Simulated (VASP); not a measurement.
# Si (P1) in VASP: single point with r2SCAN

Aim: the single point of Si with r2SCAN.

All numbers are computed with VASP 6.6.1; they aren't measurements. Logs are shortened: lines on timing, memory, paths and dates and some standing lists are left out, and cuts for length are marked.

### Step 1. The cell of the first run

The typed cell holds 8 atoms: a = 5.757 Å, b = 5.757 Å, c = 5.757 Å, α = 109.47°, β = 109.47°, γ = 109.47°.

### Step 2. Single point, r2SCAN (atoms displaced along a vibrational mode)

Input file POSCAR:

```
Si
1.0
   -3.3236145463      3.3236145463      3.3236145463
    3.3236145463     -3.3236145463      3.3236145463
    3.3236145463      3.3236145463     -3.3236145463
Si
8
Direct
    0.2020482057      0.2004436020      0.2030042553
    0.4999275289      0.0025426806      0.2991584585
    0.2996288690      0.5000000000      0.0010285207
   -0.0016046036      0.2970137174      0.4968087655
    0.7992489023      0.7976442986      0.8002049519
    0.4999275289      0.0025426806      0.7019577619
    0.7024281724      0.5000000000      0.0010285207
   -0.0016046036      0.6998130208      0.4968087655
```

Input file INCAR.step1:

```
SYSTEM = Si
PREC = Accurate
ENCUT = 520
ISMEAR = 0
SIGMA = 0.15
LREAL = .False.
LASPH = .True.
NELM = 100
NBANDS = 26
GGA = PE
ALGO = Normal
EDIFF = 1E-4
LWAVE = .True.
LCHARG = .False.
KPAR = 4
```

Input file INCAR.step2:

```
SYSTEM = Si
PREC = Accurate
ENCUT = 520
EDIFF = 1E-6
ISMEAR = 0
SIGMA = 0.15
LREAL = .False.
LASPH = .True.
NELM = 100
ALGO = Normal
ISIF = 2
LWAVE = .False.
LCHARG = .True.
METAGGA = R2SCAN
LMIXTAU = .True.
LVHAR = .True.
NBANDS = 26
ISTART = 1
KPAR = 4
```

Input file KPOINTS:

```
regular mesh
0
Gamma
  8 8 8
  0 0 0
```

Potentials or basis: VASP PAW PBE potentials, release 64 (Si).

Command:

```
cat potpaw_PBE.64/Si/POTCAR > POTCAR
cp INCAR.step1 INCAR
mpirun -np 4 vasp_std > vasp.out
cp INCAR.step2 INCAR
mpirun -np 4 vasp_std > vasp.out
```

OUTCAR:

```text
SYSTEM = Si
   PREC = Accurate
   ENCUT = 520
   EDIFF = 1E-6
   ISMEAR = 0
   LREAL = .False.
   LASPH = .True.
   NELM = 100
   ISIF = 2
   METAGGA = R2SCAN
   ISTART = 1

 ion  position               nearest neighbor table
   1  0.202  0.200  0.203-   5 2.32   2 2.37   4 2.38   3 2.40
   2  0.500  0.003  0.299-   6 2.32   1 2.37   4 2.39   3 2.41
   3  0.300  0.500  0.001-   7 2.32   1 2.40   2 2.41   4 2.41
   4  0.998  0.297  0.497-   8 2.32   1 2.38   2 2.39   3 2.41
   5  0.799  0.798  0.800-   1 2.32   7 2.39   8 2.41   6 2.41
   6  0.500  0.003  0.702-   2 2.32   7 2.38   8 2.40   5 2.41
   7  0.702  0.500  0.001-   3 2.32   8 2.37   6 2.38   5 2.39
   8  0.998  0.700  0.497-   4 2.32   7 2.37   6 2.40   5 2.41

  LATTYP: Found a body centered cubic cell.
 ALAT       =     6.6472290926

  Lattice vectors:

 A1 = (  -3.3236145463,   3.3236145463,   3.3236145463)
 A2 = (   3.3236145463,  -3.3236145463,   3.3236145463)
 A3 = (   3.3236145463,   3.3236145463,  -3.3236145463)

Analysis of symmetry for initial positions (statically):
=====================================================================
 Subroutine PRICEL returns:
 Original cell was already a primitive cell.

 Routine SETGRP: Setting up the symmetry group for a
 body centered cubic supercell.

 Subroutine GETGRP returns: Found  1 space group operations
 (whereof  1 operations were pure point group operations)
 out of a pool of 48 trial point group operations.

The static configuration has the point symmetry C_1 .

Analysis of symmetry for dynamics (positions and initial velocities):
=====================================================================
 Subroutine PRICEL returns:
 Original cell was already a primitive cell.

 Routine SETGRP: Setting up the symmetry group for a
 body centered cubic supercell.

 Subroutine GETGRP returns: Found  1 space group operations
 (whereof  1 operations were pure point group operations)
 out of a pool of 48 trial point group operations.

The dynamic configuration has the point symmetry C_1 .

 Subroutine INISYM returns: Found  1 space group operations
 (whereof  1 operations are pure point group operations),
 and found     1 'primitive' translations

----------------------------------------------------------------------------------------

                                     Primitive cell

  volume of cell :     146.8561

  direct lattice vectors                    reciprocal lattice vectors
    -3.323614546  3.323614546  3.323614546     0.000000000  0.150438624  0.150438624
     3.323614546 -3.323614546  3.323614546     0.150438624  0.000000000  0.150438624
     3.323614546  3.323614546 -3.323614546     0.150438624  0.150438624  0.000000000

  length of vectors
     5.756669259  5.756669259  5.756669259     0.212752343  0.212752343  0.212752343

  position of ions in fractional coordinates (direct lattice)
     0.202048206  0.200443602  0.203004255
     0.499927529  0.002542681  0.299158459
     0.299628869  0.500000000  0.001028521
     0.998395396  0.297013717  0.496808765
     0.799248902  0.797644299  0.800204952
     0.499927529  0.002542681  0.701957762
     0.702428172  0.500000000  0.001028521
     0.998395396  0.699813021  0.496808765

  ion indices of the primitive-cell ions
   primitive index   ion index
                 1           1
                 2           2
                 3           3
                 4           4
                 5           5
                 6           6
                 7           7
                 8           8

----------------------------------------------------------------------------------------

 KPOINTS: regular mesh

Automatic generation of k-mesh.
 Grid dimensions read from file:
 generate k-points for:    8    8    8

 Generating k-lattice:

  Cartesian coordinates                     Fractional coordinates (reciprocal lattice)
     0.000000000  0.018804828  0.018804828     0.125000000  0.000000000  0.000000000
     0.018804828  0.000000000  0.018804828     0.000000000  0.125000000  0.000000000
     0.018804828  0.018804828  0.000000000     0.000000000  0.000000000  0.125000000

  Length of vectors
     0.026594043  0.026594043  0.026594043

  Shift w.r.t. Gamma in fractional coordinates (k-lattice)
     0.000000000  0.000000000  0.000000000

 Subroutine IBZKPT returns following result:
 ===========================================

 Found    260 irreducible k-points:

 Following reciprocal coordinates:
            Coordinates               Weight
  0.000000  0.000000  0.000000      1.000000
  0.125000  0.000000  0.000000      2.000000
  0.000000  0.125000  0.000000      2.000000
  0.000000  0.000000  0.125000      2.000000
  0.125000  0.000000 -0.125000      2.000000
  0.125000 -0.125000  0.000000      2.000000
[... 16 lines left out ...]
  0.500000  0.000000  0.500000      1.000000
  0.500000  0.500000  0.000000      1.000000
 [... further k-points ...]
   k-points           NKPTS =    260   k-points in BZ     NKDIM =    260   number of bands    NBANDS=     26
   number of dos      NEDOS =    301   number of ions     NIONS =      8
   total plane-waves  NPLWV = 110592
   dimension x,y,z NGX =    48 NGY =   48 NGZ =   48
   dimension x,y,z NGXF=    96 NGYF=   96 NGZF=   96
   ions per type =               8
   NGX,Y,Z   is equivalent  to a cutoff of  13.86, 13.86, 13.86 a.u.
   NGXF,Y,Z  is equivalent  to a cutoff of  27.72, 27.72, 27.72 a.u.
 SYSTEM =  Si
   PREC   = accura    normal or accurate (medium, high low for compatibility)
   ISTART =      1    job   : 0-new  1-cont  2-samecut
   ICHARG =      0    charge: 1-file 2-atom 10-const
   ISPIN  =      1    spin polarized calculation?
   LNONCOLLINEAR =      F non collinear calculations
   LSORBIT =      F    spin-orbit coupling
   LASPH  =      T    aspherical Exc in radial PAW
   ENCUT  =  520.0 eV  38.22 Ry    6.18 a.u.  10.70 10.70 10.70*2*pi/ulx,y,z
   NELM   =    100;   NELMIN=  2; NELMDL=  0     # of ELM steps
   EDIFF  = 0.1E-05   stopping-criterion for ELM
   LREAL  =      F    real-space projection
   EDIFFG = 0.1E-04   stopping-criterion for IOM
   NSW    =      0    number of steps for IOM
   IBRION =     -1    ionic relax: 0-MD 1-quasi-New 2-CG
   NFREE  =      0    steps in history (QN), initial steepest desc. (CG)
   ISIF   =      2    stress and relaxation
   ISYM   =      2    0-nonsym 1-usesym 2-fastsym
   POTIM  = 0.5000    time-step for ionic-motion
   TEBEG  =    0.0;   TEEND  =   0.0 temperature during run
   PSTRESS=    0.0 pullay stress
   NELECT =      32.0000    total number of electrons
   NUPDOWN=      -1.0000    fix difference up-down
   EMIN   =  10.00;   EMAX   =-10.00  energy-range for DOS
   EFERMI =   0.00;   METHOD = LEGACY
   ISMEAR =     0;   SIGMA  =   0.15  broadening in eV -4-tet -1-fermi 0-gaus
   EFERMI_NEDOS =   21; number of points for ismear=-14 and -15
   IALGO  =     38    algorithm
   IMIX   =      4    mixing-type and parameters
     AMIX     =   0.40;   BMIX     =  1.00
     AMIX_MAG =   1.60;   BMIX_MAG =  1.00
  volume/ion in A,a.u.               =      18.36       123.88
  Fermi-wavevector in a.u.,A,eV,Ry     =   0.985131  1.861628 13.204236  0.970484
  Thomas-Fermi vector in A             =   2.116416
   LORBIT       =      0    0 simple, 1 ext, 2 COOP (PROOUT), +10 PAW based schemes
   METAGGA = R2SCAN    functional components
   LHFCALC =     F    Hartree Fock is set to
   AEXX    =    0.0000 exact exchange contribution
   IVDW    =     0    specifies the selected vdW correction
   LEPSILON=     F    determine dielectric tensor
   LRPA    =     F    only Hartree local field effects (RPA)
 non-spin polarized calculation
 Gauss-broadening in eV      SIGMA  =   0.15
  energy-cutoff  :      520.00
  volume of cell :      146.86
 maximum number of plane-waves:      4012
 NGX is ok and might be reduce to    48
   NGX = 21   NGY = 21   NGZ = 21

 number of electron      32.0000000 magnetization

 Free energy of the ion-electron system (eV)
  ---------------------------------------------------
  ext. energy  EPLUGINS =         0.00000000
  ---------------------------------------------------
  free energy    TOTEN  =       -68.68405975 eV

  energy without entropy =      -68.68039637  energy(sigma->0) =      -68.68222806

 E-fermi :   7.0737     XC(G=0): -10.3739

 val. band max:        6.9450040352   @ k =   0.3750   0.5000   0.5000
 cond. band min:       7.1362793925   @ k =   0.5000   0.5000   0.5000
 fundamental gap:      0.1912753573
 Fermi energy:         7.0737126340

 k-point     1 :       0.0000    0.0000    0.0000
  band No.  band energies     occupation
      1      -6.2504      2.00000
      2      -1.6901      2.00000
      3      -1.3593      2.00000
      4      -1.3584      2.00000
      5      -1.3478      2.00000
      6       0.3225      2.00000
[... 18 lines left out ...]
     25      12.8118      0.00000
     26      13.2987      0.00000

 k-point     2 :       0.1250    0.0000    0.0000
  band No.  band energies     occupation
      1      -6.1503      2.00000
      2      -2.0610      2.00000
      3      -1.7316      2.00000
      4      -1.5877      2.00000
      5      -1.1164      2.00000
      6       0.1721      2.00000
[... 18 lines left out ...]
     25      12.7871      0.00000
     26      12.8988      0.00000

 k-point     3 :       0.0000    0.1250    0.0000
  band No.  band energies     occupation
      1      -6.1503      2.00000
      2      -2.0632      2.00000
      3      -1.7288      2.00000
      4      -1.5861      2.00000
      5      -1.1184      2.00000
      6       0.1711      2.00000
[... 572 lines left out ...]
 k-point    23 :       0.5000    0.0000    0.5000
  band No.  band energies     occupation
      1      -4.7047      2.00000
      2      -4.6615      2.00000
      3      -2.3956      2.00000
      4      -2.3446      2.00000
      5      -0.6142      2.00000
      6      -0.5856      2.00000
[... 18 lines left out ...]
     25      11.9688      0.00000
     26      12.0058      0.00000

 k-point    24 :       0.5000    0.5000    0.0000
  band No.  band energies     occupation
      1      -4.7185      2.00000
      2      -4.6468      2.00000
      3      -2.4129      2.00000
      4      -2.3283      2.00000
      5      -0.6231      2.00000
      6      -0.5757      2.00000
[... 18 lines left out ...]
     25      11.9563      0.00000
     26      12.0176      0.00000

 [... further k-points ...]

------------------------ aborting loop because EDIFF is reached ----------------------------------------

  FORCE on cell =-STRESS in cart. coord.  units (eV):
  Direction    XX          YY          ZZ          XY          YZ          ZX
  --------------------------------------------------------------------------------------
  -------------------------------------------------------------------------------------
  Total       -0.1607067     -0.1518864     -0.1744845     -0.0007133      0.0019671     -0.0011885
  in kB       -1.7532850     -1.6570576     -1.9035992     -0.0077815      0.0214610     -0.0129669
  external PRESSURE =      -1.7713139 kB  Pullay stress =       0.0000000 kB

 VOLUME and BASIS-vectors are now :
 -----------------------------------------------------------------------------
  energy-cutoff  :      520.00
  volume of cell :      146.86
      direct lattice vectors                 reciprocal lattice vectors
    -3.323614546  3.323614546  3.323614546     0.000000000  0.150438624  0.150438624
     3.323614546 -3.323614546  3.323614546     0.150438624  0.000000000  0.150438624
     3.323614546  3.323614546 -3.323614546     0.150438624  0.150438624  0.000000000

 POSITION                                       TOTAL-FORCE (eV/Angst)
 -----------------------------------------------------------------------------------
      0.66937      0.68004      0.66302        -0.000984     -0.179912      0.100585
     -0.65883      2.64740      0.67573        -0.170074      0.119169     -0.104692
      0.66937     -0.66254      2.65424        -0.000459     -0.105390      0.001487
     -0.67992      3.98232      2.65424         0.172403      0.165607      0.002304
      2.65424      2.66491      2.64788         0.000863     -0.167522      0.106152
      0.67992      3.98615     -0.66302        -0.173284      0.103763     -0.102042
     -0.66937      0.67621      3.99299         0.000584     -0.117543     -0.001635
      0.65883      2.64357      3.99299         0.170951      0.181829     -0.002160
 -----------------------------------------------------------------------------------
    total drift:                                0.000009      0.000003     -0.000020

  FREE ENERGIE OF THE ION-ELECTRON SYSTEM (eV)
  ---------------------------------------------------
  free  energy   TOTEN  =       -68.6840597450 eV

  energy  without entropy=      -68.6803963666  energy(sigma->0) =      -68.68222806
```

It took 27 min on 4 MPI ranks of AMD EPYC 9755, shared host; peak memory 0.79 GiB.

Results:

```yaml
Free_energy: -68.6841 eV
Pressure: -0.2 GPa
Largest_force: 0.250 eV/Å
Band_gap_on_the_k_mesh: zero (filled and empty bands touch)
```

Forces in eV/Å, atoms in the order of the input:
```
Si  -0.001 -0.180  0.101
Si  -0.170  0.119 -0.105
Si   0.000 -0.105  0.001
Si   0.172  0.166  0.002
Si   0.001 -0.168  0.106
Si  -0.173  0.104 -0.102
Si   0.001 -0.118 -0.002
Si   0.171  0.182 -0.002
```

Caveat: the cell differs from its parent crystal (atoms displaced along a vibrational mode); semilocal functionals underestimate gaps, and a narrow one can read as zero; the PAW data sets were made with another functional, which shifts forces and pressure a little.

The gap in the log of VASP goes by the Fermi energy; the results here count the filled bands.